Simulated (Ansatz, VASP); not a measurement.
## AlN: VASP beside Ansatz

```xyz
8
Lattice="-3.1136 0.0000 0.0000 0.0000 5.3928 0.0000 1.5568 -2.6964 -4.9834" Properties=species:S:1:pos:R:3 pbc="T T T"
Al   -1.5744   -0.8663   -4.9758
Al   -0.0176    1.8301   -4.9758
Al    0.0176    3.5628   -2.4841
Al   -1.5392    0.8663   -2.4841
N    -1.5411   -0.8288   -3.0723
N     0.0157    1.8676   -3.0723
N    -0.0157    3.5252   -0.5807
N    -1.5725    0.8288   -0.5807
```

Change from the starting cell: mode 4 frozen in at -0.018 Å and mode 15 at +0.070 Å (largest displacements).

Alike in both runs: task single point; functional PBEsol; k mesh 8 × 8 × 8; occupations gaussian, width 0.05 eV; no spin polarisation.

```csv
,VASP,Ansatz
version,VASP 6.6.1,Ansatz 0.2.0
potentials or method,"VASP PAW PBE potentials, release 64 (Al, N), cutoff 520 eV","scalar-relativistic, plane waves, PAW"
valence electrons in the cell,32,32
```

VASP gave:

```
gap on the k mesh at the Fermi level (eV)                     : 4.08
least direct gap on the mesh (eV)                             : 4.08
pressure (GPa)                                                : 1.7
traceless stress, the component that is largest in VASP (GPa) : 9.44
rms of the force components (eV/Å)                            : 1.033
```

Question: Which values does Ansatz return?

Answer: gap on the k mesh at the Fermi level (eV): 4.06; least direct gap on the mesh (eV): 4.06; pressure (GPa): 1.7; traceless stress, the component that is largest in VASP (GPa): 9.31; rms of the force components (eV/Å): 1.023.

VASP's potentials were made for PBE, not for PBEsol, and Ansatz warns of the same on its side. Atom by atom the forces differ by 0.009 eV/Å (rms over components).
